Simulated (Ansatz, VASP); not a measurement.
# One calculation of TlRh2, two programs

```
Tl Rh
1.0
     2.92723    0.00000    0.00000
    -1.46361    2.53505    0.00000
     0.00000    0.00000    7.61523
Tl Rh
1 2
Direct
  0.00000 0.00000 0.00000
  0.66667 0.33333 0.63786
  0.33333 0.66667 0.36214
```

Alike in both runs: task single point; functional PBE; k mesh 6 × 6 × 2; occupations gaussian, width 0.1 eV; no spin polarisation.

|  | VASP | Ansatz |
| --- | --- | --- |
| version | VASP 6.6.1 | Ansatz 0.2.0 |
| potentials or method | VASP PAW PBE potentials, release 64 (Tl_d, Rh_pv), cutoff 520 eV | scalar-relativistic, plane waves, PAW |
| valence electrons in the cell | 43 | 47 |

|  | VASP | Ansatz | Ansatz less VASP |
| --- | --- | --- | --- |
| gap on the k mesh at the Fermi level (eV) | none | none | - |
| pressure (GPa) | -6.1 | -6.1 | -0.01 |
| traceless stress, the component that is largest in VASP (GPa) | -9.13 | -9.20 | -0.070 |
| rms of the force components (eV/Å) | 0.121 | 0.118 | -0.0029 |

Atom by atom the forces differ by 0.003 eV/Å (rms over components). A gap of «none» marks a metal or a gap that the smearing closes. VASP's potentials hold 43 valence electrons a cell and Ansatz's 47, so a difference there can come from the potentials and not from the codes.

The k mesh is coarse, so the values compare programs but aren't converged. Spin-orbit coupling is off throughout.
